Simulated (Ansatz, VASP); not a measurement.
## One calculation of Sn, two programs

```
CELL_PARAMETERS angstrom
0.00000 3.23475 3.23475
3.23475 0.00000 3.23475
3.23475 3.23475 0.00000
ATOMIC_POSITIONS crystal
Sn 0.50000 0.50000 0.50000
Sn 0.75000 0.75000 0.75000
```

Change from the starting cell: volume scaled by 0.99, crystal datasets.

Alike in both runs: task electric field gradients; functional PBEsol; k mesh 11 × 11 × 11; occupations fermi-dirac, width 0.05 eV; no spin polarisation.

```csv
,VASP,Ansatz
version,VASP 6.6.1,Ansatz 0.2.0
potentials or method,"VASP PAW PBE potentials, release 64 (Sn_d), cutoff 520 eV","all-electron PAW with datasets made for the crystal, scalar-relativistic"
```

|  | VASP | Ansatz | Ansatz less VASP |
| --- | --- | --- | --- |
| pressure (GPa) | 1.4 | 1.5 | +0.07 |

VASP's potentials were made for PBE, not for PBEsol. Ansatz ran all-electron here, and VASP with PAW potentials.
